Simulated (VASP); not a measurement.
Write the native input for VASP 6.6.1 that does the following.

- Task: single point
- Functional: BLYP
- Potentials or basis: VASP PAW PBE potentials, release 64 (Sr_sv)
- Cutoff: 520 eV
- k mesh: 2 × 2 × 2
- Occupations: fermi-dirac, width 0.025852 eV
- Spin: no spin polarisation
- Dipole correction: no
- Further INCAR settings: ALGO = Fast; EDIFF = 1e-06; NBANDS = 11

The structure of Sr lies in POSCAR:

```
Sr
1.0
   -2.1834974864      2.1834974864      2.1834974864
    2.1834974864     -2.1834974864      2.1834974864
    2.1834974864      2.1834974864     -2.1834974864
Sr
1
Direct
    0.0000000000      0.0000000000      0.0000000000
```

The input as run:

INCAR

```
PREC = Accurate
ENCUT = 520
EDIFF = 1E-6
ISMEAR = -1
SIGMA = 0.025851999786435532
LREAL = False
LASPH = True
NELM = 100
ALGO = Fast
ISIF = 2
LWAVE = False
LCHARG = False
GGA = B5
ALDAX = 1.0
AGGAX = 1.0
AGGAC = 1.0
ALDAC = 0.0
NBANDS = 11
```

KPOINTS

```
Automatic mesh
0
Gamma
  2 2 2
```

Potentials or basis: VASP PAW PBE potentials, release 64 (Sr_sv).

The run is started by

```sh
$ cat potpaw_PBE.64/Sr_sv/POTCAR > POTCAR
$ mpirun -np 1 vasp_std > vasp.out
```

Results of the run:

```
Pressure               : -2.6 GPa
Band gap on the k mesh : zero (filled and empty bands touch)
```

Caveat: the k points lie up to 1.02 Å⁻¹ apart; the PAW data sets were made with another functional, which shifts forces and pressure a little.

Run time: 12 s on 1 thread of Intel(R) Xeon(R) Platinum 8488C (Sapphire Rapids) (shared host), peak memory 0.14 GiB.
